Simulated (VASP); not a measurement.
# MnH4 (Pm-3m) in VASP: notebook

Runs on MnH4. Level: PBE. Tasks: single point.

All numbers are computed with VASP 6.6.1; they aren't measurements. Logs are shortened: lines on timing, memory, paths and dates and some standing lists are left out, and cuts for length are marked.

## 1. The cell of the first run

The structure is cubic, space group Pm-3m (No. 221). Conventional cell: a = 3.411 Å, b = 3.411 Å, c = 3.411 Å, α = 90.00°, β = 90.00°, γ = 90.00°. Mn (site symmetry m-3m) has 6 H at 1.71 Å within 2.3 Å. Within 3.2 Å of H (site symmetry m-3m) lie 12 H at 2.41 Å and 8 Mn at 2.95 Å. H (site symmetry 4/mmm) has 2 Mn at 1.71 Å within 2.3 Å.

The cell was generated, and may not be a known phase.

## 2. Single point, PBE, collinear spin, ferromagnetic start

INCAR reads:

```
SYSTEM = MnH4
PREC = Accurate
ENCUT = 520
EDIFF = 1E-6
ISMEAR = 0
SIGMA = 0.1
LREAL = .False.
LASPH = .True.
NELM = 150
ALGO = Fast
ISIF = 2
LWAVE = .False.
LCHARG = .True.
ISPIN = 2
MAGMOM = 4 0 0 0 0
LORBIT = 11
LMAXMIX = 4
GGA = PE
LELF = .True.
LVHAR = .True.
NBANDS = 20
```

KPOINTS reads:

```
regular mesh
0
Gamma
  6 6 6
  0 0 0
```

POSCAR reads:

```
MnH4
1.0
    3.4108303070      0.0000000000      0.0000000000
    0.0000000000      3.4108303070      0.0000000000
    0.0000000000      0.0000000000      3.4108303070
Mn H
1 4
Direct
    0.5000000000      0.5000000000      0.5000000000
    0.0000000000      0.0000000000      0.0000000000
    0.5000000000      0.5000000000      0.0000000000
    0.5000000000      0.0000000000      0.5000000000
    0.0000000000      0.5000000000      0.5000000000
```

Potentials or basis: VASP PAW PBE potentials, release 64 (Mn_pv, H).

Command:

```console
> cat potpaw_PBE.64/Mn_pv/POTCAR potpaw_PBE.64/H/POTCAR > POTCAR
> mpirun -np 1 vasp_std > vasp.out
```

OUTCAR:

```text
SYSTEM = MnH4
   PREC = Accurate
   ENCUT = 520
   EDIFF = 1E-6
   ISMEAR = 0
   LREAL = .False.
   LASPH = .True.
   NELM = 150
   ISIF = 2
   ISPIN = 2
   LORBIT = 11
   GGA = PE

 ion  position               nearest neighbor table
   1  0.500  0.500  0.500-   3 1.71   4 1.71   5 1.71   3 1.71   4 1.71   5 1.71
   2  0.000  0.000  0.000-
   3  0.500  0.500  0.000-   1 1.71   1 1.71
   4  0.500  0.000  0.500-   1 1.71   1 1.71
   5  0.000  0.500  0.500-   1 1.71   1 1.71

  LATTYP: Found a simple cubic cell.
 ALAT       =     3.4108303070

  Lattice vectors:

 A1 = (   3.4108303070,   0.0000000000,   0.0000000000)
 A2 = (   0.0000000000,   3.4108303070,   0.0000000000)
 A3 = (   0.0000000000,   0.0000000000,   3.4108303070)

Analysis of symmetry for initial positions (statically):
=====================================================================
 Subroutine PRICEL returns:
 Original cell was already a primitive cell.

 Routine SETGRP: Setting up the symmetry group for a
 simple cubic supercell.

 Subroutine GETGRP returns: Found 48 space group operations
 (whereof 48 operations were pure point group operations)
 out of a pool of 48 trial point group operations.

The static configuration has the point symmetry O_h .

Analysis of symmetry for dynamics (positions and initial velocities):
=====================================================================
 Subroutine PRICEL returns:
 Original cell was already a primitive cell.

 Routine SETGRP: Setting up the symmetry group for a
 simple cubic supercell.

 Subroutine GETGRP returns: Found 48 space group operations
 (whereof 48 operations were pure point group operations)
 out of a pool of 48 trial point group operations.

The dynamic configuration has the point symmetry O_h .

Analysis of structural, dynamic, and magnetic symmetry:
=====================================================================
 Subroutine PRICEL returns:
 Original cell was already a primitive cell.

 Routine SETGRP: Setting up the symmetry group for a
 simple cubic supercell.

 Subroutine GETGRP returns: Found 48 space group operations
 (whereof 48 operations were pure point group operations)
 out of a pool of 48 trial point group operations.

The overall configuration has the point symmetry O_h .

 Subroutine INISYM returns: Found 48 space group operations
 (whereof 48 operations are pure point group operations),
 and found     1 'primitive' translations

----------------------------------------------------------------------------------------

                                     Primitive cell

  volume of cell :      39.6808

  direct lattice vectors                    reciprocal lattice vectors
     3.410830307  0.000000000  0.000000000     0.293183744  0.000000000  0.000000000
     0.000000000  3.410830307  0.000000000     0.000000000  0.293183744  0.000000000
     0.000000000  0.000000000  3.410830307     0.000000000  0.000000000  0.293183744

  length of vectors
     3.410830307  3.410830307  3.410830307     0.293183744  0.293183744  0.293183744

  position of ions in fractional coordinates (direct lattice)
     0.500000000  0.500000000  0.500000000
     0.000000000  0.000000000  0.000000000
     0.500000000  0.500000000  0.000000000
     0.500000000  0.000000000  0.500000000
     0.000000000  0.500000000  0.500000000

  ion indices of the primitive-cell ions
   primitive index   ion index
                 1           1
                 2           2
                 3           3
                 4           4
                 5           5

----------------------------------------------------------------------------------------

 KPOINTS: regular mesh

Automatic generation of k-mesh.
 Grid dimensions read from file:
 generate k-points for:    6    6    6

 Generating k-lattice:

  Cartesian coordinates                     Fractional coordinates (reciprocal lattice)
     0.048863957  0.000000000  0.000000000     0.166666667  0.000000000  0.000000000
     0.000000000  0.048863957  0.000000000     0.000000000  0.166666667  0.000000000
     0.000000000  0.000000000  0.048863957     0.000000000  0.000000000  0.166666667

  Length of vectors
     0.048863957  0.048863957  0.048863957

  Shift w.r.t. Gamma in fractional coordinates (k-lattice)
     0.000000000  0.000000000  0.000000000

 Subroutine IBZKPT returns following result:
 ===========================================

 Found     20 irreducible k-points:

 Following reciprocal coordinates:
            Coordinates               Weight
  0.000000  0.000000  0.000000      1.000000
  0.166667  0.000000  0.000000      6.000000
  0.333333  0.000000  0.000000      6.000000
  0.500000  0.000000  0.000000      3.000000
  0.166667  0.166667  0.000000     12.000000
  0.333333  0.166667  0.000000     24.000000
[... 12 lines left out ...]
  0.500000  0.500000  0.333333      6.000000
  0.500000  0.500000  0.500000      1.000000
   k-points           NKPTS =     20   k-points in BZ     NKDIM =     20   number of bands    NBANDS=     20
   number of dos      NEDOS =    301   number of ions     NIONS =      5
   total plane-waves  NPLWV =  21952
   dimension x,y,z NGX =    28 NGY =   28 NGZ =   28
   dimension x,y,z NGXF=    56 NGYF=   56 NGZF=   56
   ions per type =               1   4
   NGX,Y,Z   is equivalent  to a cutoff of  13.65, 13.65, 13.65 a.u.
   NGXF,Y,Z  is equivalent  to a cutoff of  27.29, 27.29, 27.29 a.u.
 SYSTEM =  MnH4
   PREC   = accura    normal or accurate (medium, high low for compatibility)
   ISTART =      0    job   : 0-new  1-cont  2-samecut
   ICHARG =      2    charge: 1-file 2-atom 10-const
   ISPIN  =      2    spin polarized calculation?
   LNONCOLLINEAR =      F non collinear calculations
   LSORBIT =      F    spin-orbit coupling
   LASPH  =      T    aspherical Exc in radial PAW
   ENCUT  =  520.0 eV  38.22 Ry    6.18 a.u.   6.34  6.34  6.34*2*pi/ulx,y,z
   NELM   =    150;   NELMIN=  2; NELMDL= -5     # of ELM steps
   EDIFF  = 0.1E-05   stopping-criterion for ELM
   LREAL  =      F    real-space projection
   EDIFFG = 0.1E-04   stopping-criterion for IOM
   NSW    =      0    number of steps for IOM
   IBRION =     -1    ionic relax: 0-MD 1-quasi-New 2-CG
   NFREE  =      0    steps in history (QN), initial steepest desc. (CG)
   ISIF   =      2    stress and relaxation
   ISYM   =      2    0-nonsym 1-usesym 2-fastsym
   POTIM  = 0.5000    time-step for ionic-motion
   TEBEG  =    0.0;   TEEND  =   0.0 temperature during run
   PSTRESS=    0.0 pullay stress
   NELECT =      17.0000    total number of electrons
   NUPDOWN=      -1.0000    fix difference up-down
   EMIN   =  10.00;   EMAX   =-10.00  energy-range for DOS
   EFERMI =   0.00;   METHOD = LEGACY
   ISMEAR =     0;   SIGMA  =   0.10  broadening in eV -4-tet -1-fermi 0-gaus
   EFERMI_NEDOS =   21; number of points for ismear=-14 and -15
   IALGO  =     68    algorithm
   IMIX   =      4    mixing-type and parameters
     AMIX     =   0.40;   BMIX     =  1.00
     AMIX_MAG =   1.60;   BMIX_MAG =  1.00
  volume/ion in A,a.u.               =       7.94        53.56
  Fermi-wavevector in a.u.,A,eV,Ry     =   1.234140  2.332186 20.723048  1.523101
  Thomas-Fermi vector in A             =   2.368842
   LORBIT       =     11    0 simple, 1 ext, 2 COOP (PROOUT), +10 PAW based schemes
   GGA     = PE    functional components
   LHFCALC =     F    Hartree Fock is set to
   AEXX    =    0.0000 exact exchange contribution
   IVDW    =     0    specifies the selected vdW correction
   LEPSILON=     F    determine dielectric tensor
   LRPA    =     F    only Hartree local field effects (RPA)
 spin polarized calculation
 RMM-DIIS sequential band-by-band and
 Gauss-broadening in eV      SIGMA  =   0.10
  energy-cutoff  :      520.00
  volume of cell :       39.68
 maximum number of plane-waves:      1081
 NGX is ok and might be reduce to    28
   NGX = 13   NGY = 13   NGZ = 13

 number of electron      16.9999990 magnetization       3.0160820

 Free energy of the ion-electron system (eV)
  ---------------------------------------------------
  ext. energy  EPLUGINS =         0.00000000
  ---------------------------------------------------
  free energy    TOTEN  =       -19.23616219 eV

  energy without entropy =      -19.23375467  energy(sigma->0) =      -19.23495843

 E-fermi :   1.4605     XC(G=0):  -9.3890

 val. band max:        1.4502891257   @ k =   0.5000   0.5000   0.5000
 cond. band min:       1.4727997314   @ k =   0.5000   0.3333   0.3333
 fundamental gap:      0.0225106056
 Fermi energy:         1.4604517157

 spin component 1

 k-point     1 :       0.0000    0.0000    0.0000
  band No.  band energies     occupation
      1     -49.0101      1.00000
      2     -49.0101      1.00000
      3     -49.0101      1.00000
      4      -7.0885      1.00000
      5      -3.9459      1.00000
      6      -3.9459      1.00000
[... 436 lines left out ...]
      6      -1.8013      1.00000
[... 12 lines left out ...]
     19      21.9608      0.00000
     20      23.7160      0.00000
 Fermi energy:         1.4604517157

 spin component 2

 k-point     1 :       0.0000    0.0000    0.0000
  band No.  band energies     occupation
      1     -45.1052      1.00000
      2     -45.1052      1.00000
      3     -45.1051      1.00000
      4      -7.1806      1.00000
      5      -2.6595      1.00000
      6      -2.6594      1.00000
[... 449 lines left out ...]
     19      22.5831      0.00000
     20      22.7032      0.00000

------------------------ aborting loop because EDIFF is reached ----------------------------------------

  FORCE on cell =-STRESS in cart. coord.  units (eV):
  Direction    XX          YY          ZZ          XY          YZ          ZX
  --------------------------------------------------------------------------------------
  -------------------------------------------------------------------------------------
  Total        0.0095869      0.0095869      0.0095869      0.0000000      0.0000000      0.0000000
  in kB        0.3870862      0.3870862      0.3870862      0.0000000      0.0000000      0.0000000
  external PRESSURE =       0.3870862 kB  Pullay stress =       0.0000000 kB

 VOLUME and BASIS-vectors are now :
 -----------------------------------------------------------------------------
  energy-cutoff  :      520.00
  volume of cell :       39.68
      direct lattice vectors                 reciprocal lattice vectors
     3.410830307  0.000000000  0.000000000     0.293183744  0.000000000  0.000000000
     0.000000000  3.410830307  0.000000000     0.000000000  0.293183744  0.000000000
     0.000000000  0.000000000  3.410830307     0.000000000  0.000000000  0.293183744

 POSITION                                       TOTAL-FORCE (eV/Angst)
 -----------------------------------------------------------------------------------
      1.70542      1.70542      1.70542         0.000000      0.000000      0.000000
      0.00000      0.00000      0.00000         0.000000      0.000000      0.000000
      1.70542      1.70542      0.00000         0.000000      0.000000      0.000000
      1.70542      0.00000      1.70542         0.000000      0.000000      0.000000
      0.00000      1.70542      1.70542         0.000000      0.000000      0.000000
 -----------------------------------------------------------------------------------
    total drift:                                0.000000      0.000000      0.000000

  FREE ENERGIE OF THE ION-ELECTRON SYSTEM (eV)
  ---------------------------------------------------
  free  energy   TOTEN  =       -19.2361621908 eV

  energy  without entropy=      -19.2337546664  energy(sigma->0) =      -19.23495843

 total charge

# of ion       s       p       d       tot
------------------------------------------
    1        0.338   6.322   4.884  11.545
    2        0.363   0.003   0.000   0.366
    3        0.560   0.011   0.000   0.571
    4        0.560   0.011   0.000   0.571
    5        0.560   0.011   0.000   0.571
--------------------------------------------------
tot          2.381   6.358   4.884  13.623

 magnetization (x)

# of ion       s       p       d       tot
------------------------------------------
    1        0.030   0.037   3.573   3.640
    2       -0.293  -0.000   0.000  -0.294
    3       -0.054   0.006   0.000  -0.048
    4       -0.054   0.006   0.000  -0.048
    5       -0.054   0.006   0.000  -0.048
--------------------------------------------------
tot         -0.426   0.056   3.573   3.203
```

Wall time 78 s (1 thread of Oxide Virtual Turin-like, shared host); peak memory 0.14 GiB.

Results:

```yaml
Free_energy: -19.2362 eV
Pressure: 0.0 GPa
Band_gap_on_the_k_mesh: zero (filled and empty bands overlap)
Net_moment: 3.02 μB per cell
Site_moments: Mn +3.64; H -0.29, -0.05 (each value once) μB
Valence_electrons_inside_the_program's_atomic_spheres: Mn 11.54; H 0.37, 0.57 (each value once)
```

Levels at points of the mesh, in eV from the Fermi level:
Spin up:
| k point | band 6 | band 7 | band 8 | band 9 | band 10 | band 11 | band 12 | band 13 | band 14 | band 15 |
| --- | --- | --- | --- | --- | --- | --- | --- | --- | --- | --- |
| (0.00, 0.00, 0.00) | -5.41 | -2.54 | -2.54 | -2.54 | 3.21 | 4.97 | 4.97 | 6.86 | 6.86 | 6.86 |
| (0.50, 0.00, 0.00) | -4.77 | -2.81 | -2.81 | -2.52 | -1.71 | 2.88 | 5.36 | 9.32 | 9.32 | 11.84 |
| (0.50, 0.50, 0.00) | -3.28 | -3.28 | -2.77 | -2.77 | -2.29 | -0.27 | 1.10 | 10.18 | 10.18 | 11.79 |
| (0.50, 0.50, 0.50) | -3.26 | -2.47 | -2.47 | -2.47 | -2.27 | -2.27 | 1.54 | 4.20 | 6.91 | 6.91 |
Spin down:
```
           k point  band 3  band 4  band 5  band 6  band 7  band 8  band 9  band 10  band 11  band 12
(0.00, 0.00, 0.00)  -46.57   -8.64   -4.12   -4.12   -0.02    1.43    1.43     1.43     6.62     6.62
(0.50, 0.00, 0.00)  -46.56   -6.34   -5.52   -3.93    0.26    0.95    0.95     1.06     1.46     6.94
(0.50, 0.50, 0.00)  -46.56   -4.82   -3.34   -3.23   -3.23    0.69    1.05     1.05     1.39     2.09
(0.50, 0.50, 0.50)  -46.59   -2.42   -2.42   -2.42   -2.06   -0.01   -0.01    -0.01     0.71     0.71
```

## 3. Single point, PBE, collinear spin, ferromagnetic start

This run uses another cell than the first one, of 8.92 Å³/atom.

INCAR reads:

```
PREC     = Accurate       # precision mode
ENCUT    = 520            # plane-wave cutoff, eV
EDIFF    = 1E-6           # SCF threshold, eV
ISMEAR   = 0              # smearing method
SIGMA    = 0.1            # smearing width, eV
LREAL    = F              # projectors in reciprocal space
LASPH    = T              # aspherical terms in the spheres
NELM     = 150            # most SCF steps
ALGO     = Normal         # electronic algorithm
ISIF     = 2              # what is computed and relaxed
LWAVE    = F              # write WAVECAR
LCHARG   = F              # write CHGCAR
ISPIN    = 2              # spin polarisation
MAGMOM   = 4 0 0 0 0      # initial moments
LORBIT   = 11             # projections on sites
LMAXMIX  = 4              # l up to which the mixer works
GGA      = PE             # functional
NBANDS   = 20             # bands
```

KPOINTS reads:

```
regular mesh
0
Gamma
  6 6 6
```

POSCAR: that of step 2 with these lines changed.

```diff
@@ -2,5 +2,5 @@
 1.0
-    3.4108303070      0.0000000000      0.0000000000
-    0.0000000000      3.4108303070      0.0000000000
-    0.0000000000      0.0000000000      3.4108303070
+    3.5468657000      0.0000000000      0.0000000000
+    0.0000000000      3.5468657000      0.0000000000
+    0.0000000000      0.0000000000      3.5468657000
 Mn H
```

Potentials or basis: VASP PAW PBE potentials, release 64 (Mn_pv, H).

Command:

```console
> cat potpaw_PBE.64/Mn_pv/POTCAR potpaw_PBE.64/H/POTCAR > POTCAR
> mpirun -np 1 vasp_std > vasp.out
```

It took 3.5 min on 1 thread of Oxide Virtual Turin-like, shared host; peak memory 0.15 GiB.

Results (log left out):

```yaml
Free_energy: -19.1515 eV
Pressure: -5.5 GPa
Band_gap_on_the_k_mesh: zero (filled and empty bands overlap)
Net_moment: 3.03 μB per cell
Site_moments: Mn +3.75; H -0.32, -0.05 (each value once) μB
Valence_electrons_inside_the_program's_atomic_spheres: Mn 11.42; H 0.37, 0.55 (each value once)
```

Levels at points of the mesh, in eV from the Fermi level:
Spin up:
```tsv
k point	band 7	band 8	band 9	band 10	band 11	band 12	band 13	band 14
(0.00, 0.00, 0.00)	-2.42	-2.42	-2.42	3.58	4.46	4.46	6.73	6.73
(0.50, 0.00, 0.00)	-2.63	-2.63	-2.41	-1.66	3.24	4.78	8.84	8.84
(0.50, 0.50, 0.00)	-2.80	-2.60	-2.60	-2.17	-0.38	1.63	10.04	10.04
(0.50, 0.50, 0.50)	-2.16	-2.16	-2.12	-2.12	-2.12	2.26	3.64	6.93
```
Spin down:
| k point | band 5 | band 6 | band 7 | band 8 | band 9 | band 10 |
| --- | --- | --- | --- | --- | --- | --- |
| (0.00, 0.00, 0.00) | -3.47 | -3.47 | -0.10 | 1.64 | 1.64 | 1.64 |
| (0.50, 0.00, 0.00) | -4.85 | -3.31 | 0.21 | 1.21 | 1.24 | 1.24 |
| (0.50, 0.50, 0.00) | -2.83 | -2.80 | -2.80 | 0.91 | 1.33 | 1.33 |
| (0.50, 0.50, 0.50) | -2.12 | -2.12 | -1.82 | 0.46 | 0.46 | 0.46 |

Caveat: the cell stands under tension.

The gap in the log of VASP goes by the Fermi energy; the results here count the filled bands.